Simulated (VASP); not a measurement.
## BC18: single point with PBE

BC18, a slab with vacuum:

```
CELL_PARAMETERS angstrom
7.39800 0.00000 0.00000
-3.69900 6.40686 0.00000
0.00000 0.00000 11.00000
ATOMIC_POSITIONS crystal
C 0.01865 0.05279 0.10187
C 0.22904 0.14964 0.06257
C 0.99409 0.36294 0.06843
C 0.22225 0.47872 0.08494
C 0.98533 0.68717 0.12089
C 0.22889 0.82715 0.11656
C 0.33837 0.03980 0.09174
C 0.56298 0.14338 0.10121
C 0.35052 0.38390 0.05795
C 0.56641 0.49862 0.08621
C 0.34969 0.72294 0.10958
C 0.55485 0.80824 0.10547
C 0.66589 0.03037 0.09025
C 0.87648 0.14989 0.07349
C 0.66435 0.36665 0.08405
C 0.88111 0.46436 0.08924
C 0.68237 0.71597 0.10115
C 0.89293 0.81703 0.11678
B 0.16801 0.23856 0.20870
```

* Program: VASP 6.6.1
* Task: single point
* Functional: PBE
* Potentials or basis: VASP PAW PBE potentials, release 64 (C, B)
* Cutoff: 520 eV
* k mesh: 2 × 2 × 1
* Occupations: fermi-dirac, width 0.02 eV
* Spin: collinear spin
* Starting moments: [0.0, 0.0, 0.0, 0.0, 0.0, 0.0, 0.0, 0.0, 0.0, 0.0, 0.0, 0.0, 0.0, 0.0, 0.0, 0.0, 0.0, 0.0, 1.0] μB

```
Largest force                                         : 7.290 eV/Å
Net moment                                            : 0.00 μB per cell
Valence electrons inside the program's atomic spheres : C 2.55, 2.61, 2.68, 2.48, 2.51, 2.57, 2.65, 2.56, 2.63, 2.62, 2.74, 2.73, 2.67 (each value once); B 1.55
```

Forces on the atoms (eV/Å):
```
C   -3.692 -1.825 -0.468
C    2.160  2.070  0.269
C    0.400  2.205  0.847
C    0.124  1.347  0.578
C    2.892  2.881 -1.814
C   -0.643 -3.581 -0.479
C   -0.035  0.436  0.676
C   -3.656  1.292 -2.533
C   -1.891 -1.354  1.593
C    2.219 -3.061 -0.883
C   -4.170 -5.971 -0.314
C    2.696  4.003 -0.834
C   -0.534  0.280  1.192
C    5.363 -2.272  0.260
C   -0.164 -0.158  1.040
C   -0.632  4.363  0.791
C   -2.529 -2.208  0.056
C    2.232  1.007 -0.153
B   -0.138  0.546  0.178
```

Levels at points of the mesh, in eV from the Fermi level:
Spin up:
```csv
k point,band 34,band 35,band 36,band 37,band 38,band 39,band 40,band 41
"(0.00, 0.00, 0.00)",-2.98,-1.72,-1.29,-0.78,-0.35,-0.26,2.17,2.70
"(0.50, 0.00, 0.00)",-3.18,-2.78,-2.58,-1.37,0.28,1.17,1.45,1.86
"(0.00, 0.50, 0.00)",-3.01,-2.70,-2.50,-1.59,0.28,1.06,1.69,2.00
"(0.50, 0.50, 0.00)",-3.16,-2.76,-2.62,-1.33,0.32,1.05,1.54,1.84
```
Spin down:
| k point | band 35 | band 36 | band 37 | band 38 | band 39 | band 40 |
| --- | --- | --- | --- | --- | --- | --- |
| (0.00, 0.00, 0.00) | -1.72 | -1.29 | -0.78 | -0.35 | -0.26 | 2.17 |
| (0.50, 0.00, 0.00) | -2.78 | -2.58 | -1.37 | 0.28 | 1.17 | 1.45 |
| (0.00, 0.50, 0.00) | -2.70 | -2.50 | -1.59 | 0.28 | 1.06 | 1.69 |
| (0.50, 0.50, 0.00) | -2.76 | -2.62 | -1.33 | 0.32 | 1.05 | 1.54 |

Run time: 7.2 min on 1 thread of Intel(R) Xeon(R) Platinum 8488C (Sapphire Rapids), on a shared host, peak memory 0.78 GiB.

Caveat: the k points lie up to 0.49 Å⁻¹ apart; the atoms stand as in a frame of molecular dynamics; there is no dipole correction, which matters where the two faces differ.
